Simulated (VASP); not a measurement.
# HgTe (F-43m) in VASP: single point with LDA

Aim: the single point of HgTe with LDA.

Everything below comes from runs of VASP 6.6.1. Logs are shortened: lines on timing, memory, paths and dates and some standing lists are left out, and cuts for length are marked.

### Step 1. The cell of the first run

The structure is cubic, space group F-43m (No. 216). Conventional cell: a = 6.447 Å, b = 6.447 Å, c = 6.447 Å, α = 90.00°, β = 90.00°, γ = 90.00°. Hg (site symmetry -43m) has 4 Te at 2.79 Å within 3.7 Å. Te (site symmetry -43m) has 4 Hg at 2.79 Å within 3.7 Å.

### Step 2. Single point, LDA

INCAR reads:

```
SYSTEM = HgTe
PREC = Accurate
ENCUT = 520
EDIFF = 1E-6
ISMEAR = 0
SIGMA = 0.2
LREAL = .FALSE.
LASPH = .TRUE.
NELM = 80
ALGO = Normal
ISIF = 2
LWAVE = .FALSE.
LCHARG = .FALSE.
NBANDS = 16
```

KPOINTS reads:

```
regular mesh
0
G
  14 14 14
  0 0 0
```

POSCAR reads:

```
HgTe
1.0
    0.0000000000      3.2235000000      3.2235000000
    3.2235000000      0.0000000000      3.2235000000
    3.2235000000      3.2235000000      0.0000000000
Hg Te
1 1
Direct
    0.0000000000      0.0000000000      0.0000000000
    0.7500000000      0.7500000000      0.7500000000
```

Potentials or basis: VASP PAW LDA potentials, release 64 (Hg, Te).

Run with:

```bash
$ cat potpaw_LDA.64/Hg/POTCAR potpaw_LDA.64/Te/POTCAR > POTCAR
$ mpirun -np 1 vasp_std > vasp.out
```

OUTCAR:

```text
SYSTEM = HgTe
   PREC = Accurate
   ENCUT = 520
   EDIFF = 1E-6
   ISMEAR = 0
   LREAL = .FALSE.
   LASPH = .TRUE.
   NELM = 80
   ISIF = 2

 ion  position               nearest neighbor table
   1  0.000  0.000  0.000-   2 2.79   2 2.79   2 2.79   2 2.79
   2  0.750  0.750  0.750-   1 2.79   1 2.79   1 2.79   1 2.79

  LATTYP: Found a face centered cubic cell.
 ALAT       =     6.4470000000

  Lattice vectors:

 A1 = (   0.0000000000,   3.2235000000,   3.2235000000)
 A2 = (   3.2235000000,   0.0000000000,   3.2235000000)
 A3 = (   3.2235000000,   3.2235000000,   0.0000000000)

Analysis of symmetry for initial positions (statically):
=====================================================================
 Subroutine PRICEL returns:
 Original cell was already a primitive cell.

 Routine SETGRP: Setting up the symmetry group for a
 face centered cubic supercell.

 Subroutine GETGRP returns: Found 24 space group operations
 (whereof 24 operations were pure point group operations)
 out of a pool of 48 trial point group operations.

The static configuration has the point symmetry T_d .

Analysis of symmetry for dynamics (positions and initial velocities):
=====================================================================
 Subroutine PRICEL returns:
 Original cell was already a primitive cell.

 Routine SETGRP: Setting up the symmetry group for a
 face centered cubic supercell.

 Subroutine GETGRP returns: Found 24 space group operations
 (whereof 24 operations were pure point group operations)
 out of a pool of 48 trial point group operations.

The dynamic configuration has the point symmetry T_d .

 Subroutine INISYM returns: Found 24 space group operations
 (whereof 24 operations are pure point group operations),
 and found     1 'primitive' translations

----------------------------------------------------------------------------------------

                                     Primitive cell

  volume of cell :      66.9905

  direct lattice vectors                    reciprocal lattice vectors
     0.000000000  3.223500000  3.223500000    -0.155110904  0.155110904  0.155110904
     3.223500000  0.000000000  3.223500000     0.155110904 -0.155110904  0.155110904
     3.223500000  3.223500000  0.000000000     0.155110904  0.155110904 -0.155110904

  length of vectors
     4.558717418  4.558717418  4.558717418     0.268659967  0.268659967  0.268659967

  position of ions in fractional coordinates (direct lattice)
     0.000000000  0.000000000  0.000000000
     0.750000000  0.750000000  0.750000000
[... 71 lines left out ...]
   ISPIN  =      1    spin polarized calculation?
   LNONCOLLINEAR =      F non collinear calculations
   LSORBIT =      F    spin-orbit coupling
   LASPH  =      T    aspherical Exc in radial PAW
   ENCUT  =  520.0 eV  38.22 Ry    6.18 a.u.   8.48  8.48  8.48*2*pi/ulx,y,z
   NELM   =     80;   NELMIN=  2; NELMDL= -5     # of ELM steps
   EDIFF  = 0.1E-05   stopping-criterion for ELM
   LREAL  =      F    real-space projection
[... 7 lines left out ...]
   TEBEG  =    0.0;   TEEND  =   0.0 temperature during run
   PSTRESS=    0.0 pullay stress
   NELECT =      18.0000    total number of electrons
   NUPDOWN=      -1.0000    fix difference up-down
   EMIN   =  10.00;   EMAX   =-10.00  energy-range for DOS
   EFERMI =   0.00;   METHOD = LEGACY
   ISMEAR =     0;   SIGMA  =   0.20  broadening in eV -4-tet -1-fermi 0-gaus
   EFERMI_NEDOS =   21; number of points for ismear=-14 and -15
   IALGO  =     38    algorithm
   IMIX   =      4    mixing-type and parameters
     AMIX     =   0.40;   BMIX     =  1.00
     AMIX_MAG =   1.60;   BMIX_MAG =  1.00
  volume/ion in A,a.u.               =      33.50       226.04
  Fermi-wavevector in a.u.,A,eV,Ry     =   1.056399  1.996305 15.183815  1.115979
  Thomas-Fermi vector in A             =   2.191633
   LORBIT       =      0    0 simple, 1 ext, 2 COOP (PROOUT), +10 PAW based schemes
   GGA     = CA    functional components
   LHFCALC =     F    Hartree Fock is set to
   AEXX    =    0.0000 exact exchange contribution
   IVDW    =     0    specifies the selected vdW correction
   LEPSILON=     F    determine dielectric tensor
   LRPA    =     F    only Hartree local field effects (RPA)
 non-spin polarized calculation
 Gauss-broadening in eV      SIGMA  =   0.20
  energy-cutoff  :      520.00
  volume of cell :       66.99
 maximum number of plane-waves:      1829
 NGX is ok and might be reduce to    36
   NGX = 17   NGY = 17   NGZ = 17

 number of electron      18.0000001 magnetization

 Free energy of the ion-electron system (eV)
  ---------------------------------------------------
  ext. energy  EPLUGINS =         0.00000000
  ---------------------------------------------------
  free energy    TOTEN  =        -5.03922846 eV

  energy without entropy =       -5.03861072  energy(sigma->0) =       -5.03891959

 E-fermi :   3.1492     XC(G=0):  -9.1347

 val. band max:        2.9865375993   @ k =   0.0000   0.0000   0.0000
 cond. band min:       3.3124503193   @ k =   0.0714   0.0000   0.0000
 fundamental gap:      0.3259127199
 Fermi energy:         3.1492261887

 k-point     1 :       0.0000    0.0000    0.0000
  band No.  band energies     occupation
      1      -9.1116      2.00000
      2      -4.4338      2.00000
      3      -4.4338      2.00000
      4      -4.4338      2.00000
      5      -3.8910      2.00000
      6      -3.8910      2.00000
[... 433 lines left out ...]
      3      -4.3158      2.00000
      4      -4.2729      2.00000
      5      -3.9132      2.00000
      6      -3.8693      2.00000
[... 8 lines left out ...]
     15      11.9008      0.00000
     16      12.3757      0.00000

 [... further k-points ...]

------------------------ aborting loop because EDIFF is reached ----------------------------------------

  FORCE on cell =-STRESS in cart. coord.  units (eV):
  Direction    XX          YY          ZZ          XY          YZ          ZX
  --------------------------------------------------------------------------------------
  -------------------------------------------------------------------------------------
  Total       -0.0022907     -0.0022907     -0.0022907      0.0000000     -0.0000000      0.0000000
  in kB       -0.0547862     -0.0547862     -0.0547862      0.0000000     -0.0000000      0.0000000
  external PRESSURE =      -0.0547862 kB  Pullay stress =       0.0000000 kB

 VOLUME and BASIS-vectors are now :
 -----------------------------------------------------------------------------
  energy-cutoff  :      520.00
  volume of cell :       66.99
      direct lattice vectors                 reciprocal lattice vectors
     0.000000000  3.223500000  3.223500000    -0.155110904  0.155110904  0.155110904
     3.223500000  0.000000000  3.223500000     0.155110904 -0.155110904  0.155110904
     3.223500000  3.223500000  0.000000000     0.155110904  0.155110904 -0.155110904

 POSITION                                       TOTAL-FORCE (eV/Angst)
 -----------------------------------------------------------------------------------
      0.00000      0.00000      0.00000         0.000000      0.000000      0.000000
      4.83525      4.83525      4.83525        -0.000000     -0.000000     -0.000000
 -----------------------------------------------------------------------------------
    total drift:                                0.000000      0.000000      0.000000

  FREE ENERGIE OF THE ION-ELECTRON SYSTEM (eV)
  ---------------------------------------------------
  free  energy   TOTEN  =        -5.0392284586 eV

  energy  without entropy=       -5.0386107223  energy(sigma->0) =       -5.03891959
```

Wall time 80 s (1 thread of Intel Xeon Platinum 8259CL at 2.50GHz (Skylake/Cascade Lake), shared host); peak memory 0.25 GiB.

What came out:

- Free energy: -5.0392 eV
- Pressure: 0.0 GPa
- Band gap on the k mesh: zero (filled and empty bands touch)

Caveat: semilocal functionals underestimate gaps, and a narrow one can read as zero; spin-orbit coupling is left out, which moves the levels of the heavy elements.

The gap in the log of VASP goes by the Fermi energy; the results here count the filled bands.